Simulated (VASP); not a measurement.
# ScGa3Te (P-6m2) in VASP: further runs, part 2 of 2

VASP 6.6.1. Earlier steps stand in the parts before.

## 3. Single point, PBE

This run uses another cell than the first one, of 24.05 Å³/atom, 1.215 times its volume.

File INCAR:

```
PREC = Accurate
ENCUT = 520
EDIFF = 1E-6
ISMEAR = 0
SIGMA = 0.1
LREAL = False
LASPH = True
NELM = 60
ALGO = Fast
ISIF = 2
LWAVE = False
LCHARG = True
GGA = PE
LELF = True
LVHAR = True
NBANDS = 36
```

File KPOINTS:

```
regular mesh
0
Gamma
  6 6 4
```

File POSCAR:

```
ScGa3Te
1.0
    4.7419930420      0.0000000030      0.0000000000
   -2.3709965236      4.1066864374      0.0000000000
    0.0000000000      0.0000000000      6.1742404298
Sc Ga Te
1 3 1
Direct
    0.3333333333      0.6666666667      0.5000000000
    0.0000000000      0.0000000000      0.7408706389
    0.0000000000      0.0000000000      0.2591293611
    0.6666666667      0.3333333333      0.5000000000
    0.6666666667      0.3333333333      0.0000000000
```

Potentials or basis: VASP PAW PBE potentials, release 64 (Sc_sv, Ga_d, Te).

The run is started by

```
$ cat potpaw_PBE.64/Sc_sv/POTCAR potpaw_PBE.64/Ga_d/POTCAR potpaw_PBE.64/Te/POTCAR > POTCAR
$ mpirun -np 1 vasp_std > vasp.out
```

OUTCAR:

```text
PREC = Accurate
   ENCUT = 520
   EDIFF = 1E-6
   ISMEAR = 0
   LREAL = False
   LASPH = True
   NELM = 60
   ISIF = 2
   GGA = PE

 ion  position               nearest neighbor table
   1  0.333  0.667  0.500-   4 2.74   4 2.74   4 2.74   2 3.12   3 3.12   3 3.12   2 3.12   3 3.12
                             2 3.12
   2  0.000  0.000  0.741-   1 3.12   1 3.12   1 3.12   5 3.17   5 3.17   5 3.17
   3  0.000  0.000  0.259-   1 3.12   1 3.12   1 3.12   5 3.17   5 3.17   5 3.17
   4  0.667  0.333  0.500-   1 2.74   1 2.74   1 2.74   5 3.09   5 3.09
   5  0.667  0.333  0.000-   4 3.09   4 3.09   2 3.17   3 3.17   2 3.17   3 3.17   2 3.17   3 3.17

  LATTYP: Found a hexagonal cell.
 ALAT       =     4.7419930420
 C/A-ratio  =     1.3020348986

  Lattice vectors:

 A1 = (   4.7419930420,   0.0000000030,   0.0000000000)
 A2 = (  -2.3709965236,   4.1066864374,   0.0000000000)
 A3 = (   0.0000000000,   0.0000000000,   6.1742404298)

Analysis of symmetry for initial positions (statically):
=====================================================================
 Subroutine PRICEL returns:
 Original cell was already a primitive cell.

 Routine SETGRP: Setting up the symmetry group for a
 hexagonal supercell.

 Subroutine GETGRP returns: Found 12 space group operations
 (whereof 12 operations were pure point group operations)
 out of a pool of 24 trial point group operations.

The static configuration has the point symmetry D_3h.

Analysis of symmetry for dynamics (positions and initial velocities):
=====================================================================
 Subroutine PRICEL returns:
 Original cell was already a primitive cell.

 Routine SETGRP: Setting up the symmetry group for a
 hexagonal supercell.

 Subroutine GETGRP returns: Found 12 space group operations
 (whereof 12 operations were pure point group operations)
 out of a pool of 24 trial point group operations.

The dynamic configuration has the point symmetry D_3h.

 Subroutine INISYM returns: Found 12 space group operations
 (whereof 12 operations are pure point group operations),
 and found     1 'primitive' translations

----------------------------------------------------------------------------------------

                                     Primitive cell

  volume of cell :     120.2364

  direct lattice vectors                    reciprocal lattice vectors
     4.741993042  0.000000003  0.000000000     0.210881794  0.121752661  0.000000000
    -2.370996524  4.106686437  0.000000000    -0.000000000  0.243505321  0.000000000
     0.000000000  0.000000000  6.174240430     0.000000000  0.000000000  0.161963243

  length of vectors
     4.741993042  4.741993042  6.174240430     0.243505321  0.243505321  0.161963243

  position of ions in fractional coordinates (direct lattice)
     0.333333333  0.666666667  0.500000000
     0.000000000  0.000000000  0.740870639
     0.000000000  0.000000000  0.259129361
     0.666666667  0.333333333  0.500000000
     0.666666667  0.333333333  0.000000000

  ion indices of the primitive-cell ions
   primitive index   ion index
                 1           1
                 2           2
                 3           3
[... 26 lines left out ...]

 Found     21 irreducible k-points:

 Following reciprocal coordinates:
            Coordinates               Weight
  0.000000  0.000000  0.000000      1.000000
  0.166667 -0.000000  0.000000      6.000000
  0.333333 -0.000000  0.000000      6.000000
  0.500000  0.000000  0.000000      3.000000
  0.166667  0.166667  0.000000      6.000000
  0.333333  0.166667  0.000000     12.000000
[... 13 lines left out ...]
  0.333333  0.166667  0.500000     12.000000
  0.333333  0.333333  0.500000      2.000000
   k-points           NKPTS =     21   k-points in BZ     NKDIM =     21   number of bands    NBANDS=     36
   number of dos      NEDOS =    301   number of ions     NIONS =      5
   total plane-waves  NPLWV =  62208
   dimension x,y,z NGX =    36 NGY =   36 NGZ =   48
   dimension x,y,z NGXF=    72 NGYF=   72 NGZF=   96
   ions per type =               1   3   1
   NGX,Y,Z   is equivalent  to a cutoff of  12.62, 12.62, 12.92 a.u.
   NGXF,Y,Z  is equivalent  to a cutoff of  25.24, 25.24, 25.85 a.u.
 SYSTEM =  unknown system
   PREC   = accura    normal or accurate (medium, high low for compatibility)
   ISTART =      0    job   : 0-new  1-cont  2-samecut
   ICHARG =      2    charge: 1-file 2-atom 10-const
   ISPIN  =      1    spin polarized calculation?
   LNONCOLLINEAR =      F non collinear calculations
   LSORBIT =      F    spin-orbit coupling
   LASPH  =      T    aspherical Exc in radial PAW
   ENCUT  =  520.0 eV  38.22 Ry    6.18 a.u.   8.82  8.82 11.48*2*pi/ulx,y,z
   NELM   =     60;   NELMIN=  2; NELMDL= -5     # of ELM steps
   EDIFF  = 0.1E-05   stopping-criterion for ELM
   LREAL  =      F    real-space projection
   EDIFFG = 0.1E-04   stopping-criterion for IOM
   NSW    =      0    number of steps for IOM
   IBRION =     -1    ionic relax: 0-MD 1-quasi-New 2-CG
   NFREE  =      0    steps in history (QN), initial steepest desc. (CG)
   ISIF   =      2    stress and relaxation
   ISYM   =      2    0-nonsym 1-usesym 2-fastsym
   POTIM  = 0.5000    time-step for ionic-motion
   TEBEG  =    0.0;   TEEND  =   0.0 temperature during run
   PSTRESS=    0.0 pullay stress
   NELECT =      56.0000    total number of electrons
   NUPDOWN=      -1.0000    fix difference up-down
   EMIN   =  10.00;   EMAX   =-10.00  energy-range for DOS
   EFERMI =   0.00;   METHOD = LEGACY
   ISMEAR =     0;   SIGMA  =   0.10  broadening in eV -4-tet -1-fermi 0-gaus
   EFERMI_NEDOS =   21; number of points for ismear=-14 and -15
   IALGO  =     68    algorithm
   IMIX   =      4    mixing-type and parameters
     AMIX     =   0.40;   BMIX     =  1.00
     AMIX_MAG =   1.60;   BMIX_MAG =  1.00
  volume/ion in A,a.u.               =      24.05       162.28
  Fermi-wavevector in a.u.,A,eV,Ry     =   1.268992  2.398047 21.910011  1.610340
  Thomas-Fermi vector in A             =   2.402057
   LORBIT       =      0    0 simple, 1 ext, 2 COOP (PROOUT), +10 PAW based schemes
   GGA     = PE    functional components
   LHFCALC =     F    Hartree Fock is set to
   AEXX    =    0.0000 exact exchange contribution
   IVDW    =     0    specifies the selected vdW correction
   LEPSILON=     F    determine dielectric tensor
   LRPA    =     F    only Hartree local field effects (RPA)
 non-spin polarized calculation
 RMM-DIIS sequential band-by-band and
 Gauss-broadening in eV      SIGMA  =   0.10
  energy-cutoff  :      520.00
  volume of cell :      120.24
 maximum number of plane-waves:      3262
 NGX is ok and might be reduce to    36
   NGX = 17   NGY = 17   NGZ = 23

 number of electron      56.0000035 magnetization

 Free energy of the ion-electron system (eV)
  ---------------------------------------------------
  ext. energy  EPLUGINS =         0.00000000
  ---------------------------------------------------
  free energy    TOTEN  =       -17.99780334 eV

  energy without entropy =      -17.98801707  energy(sigma->0) =      -17.99291020

 E-fermi :   5.1849     XC(G=0):  -9.9489

 val. band max:        5.1492041873   @ k =   0.3333   0.3333   0.0000
 cond. band min:       5.2200521336   @ k =   0.1667   0.1667   0.2500
 fundamental gap:      0.0708479463
 Fermi energy:         5.1849344901

 k-point     1 :       0.0000    0.0000    0.0000
  band No.  band energies     occupation
      1     -45.1798      2.00000
      2     -23.9474      2.00000
      3     -23.7621      2.00000
      4     -23.7621      2.00000
      5      -9.8249      2.00000
      6      -9.7822      2.00000
[... 808 lines left out ...]
     35       8.2252      0.00000
     36       9.5024      0.00000

------------------------ aborting loop because EDIFF is reached ----------------------------------------

  FORCE on cell =-STRESS in cart. coord.  units (eV):
  Direction    XX          YY          ZZ          XY          YZ          ZX
  --------------------------------------------------------------------------------------
  -------------------------------------------------------------------------------------
  Total        0.2050536      0.2050536      0.2729640     -0.0000000      0.0000000      0.0000000
  in kB        2.7323855      2.7323855      3.6373074     -0.0000000      0.0000000      0.0000000
  external PRESSURE =       3.0340261 kB  Pullay stress =       0.0000000 kB

 VOLUME and BASIS-vectors are now :
 -----------------------------------------------------------------------------
  energy-cutoff  :      520.00
  volume of cell :      120.24
      direct lattice vectors                 reciprocal lattice vectors
     4.741993042  0.000000003  0.000000000     0.210881794  0.121752661  0.000000000
    -2.370996524  4.106686437  0.000000000    -0.000000000  0.243505321  0.000000000
     0.000000000  0.000000000  6.174240430     0.000000000  0.000000000  0.161963243

 POSITION                                       TOTAL-FORCE (eV/Angst)
 -----------------------------------------------------------------------------------
     -0.00000      2.73779      3.08712        -0.000000      0.000000      0.000000
      0.00000      0.00000      4.57431         0.000000     -0.000000      0.043453
      0.00000      0.00000      1.59993        -0.000000     -0.000000     -0.043453
      2.37100      1.36890      3.08712        -0.000000      0.000000      0.000000
      2.37100      1.36890      0.00000         0.000000     -0.000000      0.000000
 -----------------------------------------------------------------------------------
    total drift:                               -0.000000      0.000000     -0.000000

  FREE ENERGIE OF THE ION-ELECTRON SYSTEM (eV)
  ---------------------------------------------------
  free  energy   TOTEN  =       -17.9978033375 eV

  energy  without entropy=      -17.9880170703  energy(sigma->0) =      -17.99291020
```

OSZICAR:

```text
N       E                     dE             d eps       ncg     rms          rms(c)
DAV:   1     0.592409875661E+03    0.59241E+03   -0.26383E+04  1520   0.234E+03
DAV:   2     0.625341809482E+02   -0.52988E+03   -0.52045E+03  1568   0.625E+02
DAV:   3    -0.155854466090E+02   -0.78120E+02   -0.76419E+02  1880   0.200E+02
DAV:   4    -0.194958283162E+02   -0.39104E+01   -0.38600E+01  2064   0.473E+01
DAV:   5    -0.196284033140E+02   -0.13257E+00   -0.13236E+00  2280   0.870E+00    0.910E+00
RMM:   6    -0.180332323205E+02    0.15952E+01   -0.41008E+00  1955   0.113E+01    0.410E+00
RMM:   7    -0.179904895942E+02    0.42743E-01   -0.15325E+00  2077   0.480E+00    0.270E+00
RMM:   8    -0.179943379900E+02   -0.38484E-02   -0.22958E-01  2341   0.261E+00    0.135E+00
RMM:   9    -0.179962745193E+02   -0.19365E-02   -0.48441E-02  2396   0.115E+00    0.260E-01
RMM:  10    -0.179986361746E+02   -0.23617E-02   -0.24133E-02  2272   0.646E-01    0.184E-01
RMM:  11    -0.179975719508E+02    0.10642E-02   -0.42749E-03  2262   0.415E-01    0.709E-02
RMM:  12    -0.179978685946E+02   -0.29664E-03   -0.22520E-03  2298   0.197E-01    0.665E-02
RMM:  13    -0.179977710773E+02    0.97517E-04   -0.47101E-04  2185   0.110E-01    0.105E-02
RMM:  14    -0.179977987981E+02   -0.27721E-04   -0.29001E-04  1966   0.481E-02    0.866E-03
RMM:  15    -0.179978013333E+02   -0.25353E-05   -0.32175E-05  1754   0.306E-02    0.499E-03
RMM:  16    -0.179978028372E+02   -0.15039E-05   -0.21437E-05  1489   0.177E-02    0.188E-03
RMM:  17    -0.179978033375E+02   -0.50027E-06   -0.54442E-06  1358   0.114E-02
   1 F= -.17997803E+02 E0= -.17992910E+02  d E =-.978627E-02
```

stdout:

```text
POSCAR found type information on POSCAR ScGaTe
 POSCAR found :  3 types and       5 ions
 scaLAPACK will be used
 LDA part: xc-table for (Slater+PW92), standard interpolation
 POSCAR, INCAR and KPOINTS ok, starting setup
 FFT: planning ... GRIDC
 FFT: planning ... GRID_SOFT
 FFT: planning ... GRID
 WAVECAR not read
 entering main loop
```

Wall time 80 s (1 thread of AMD EPYC 9R14 (Zen 4), shared host); peak memory 0.26 GiB.

What came out:

```yaml
Free_energy: -17.9978 eV
Pressure: 0.3 GPa
Largest_force: 0.043 eV/Å
Band_gap_on_the_k_mesh: zero (band 28 reaches 5.53 eV, above the bottom of band 29 at 5.07 eV)
```

Forces in eV/Å, atoms in the order of the input:
```
Sc   0.000  0.000  0.000
Ga   0.000  0.000  0.043
Ga   0.000  0.000 -0.043
Ga   0.000  0.000  0.000
Te   0.000  0.000  0.000
```

Stress tensor (GPa, compression positive):
```
0.27 0.00 0.00
0.00 0.27 0.00
0.00 0.00 0.36
```

Caveat: spin-orbit coupling is left out, which moves the levels of the heavy elements.
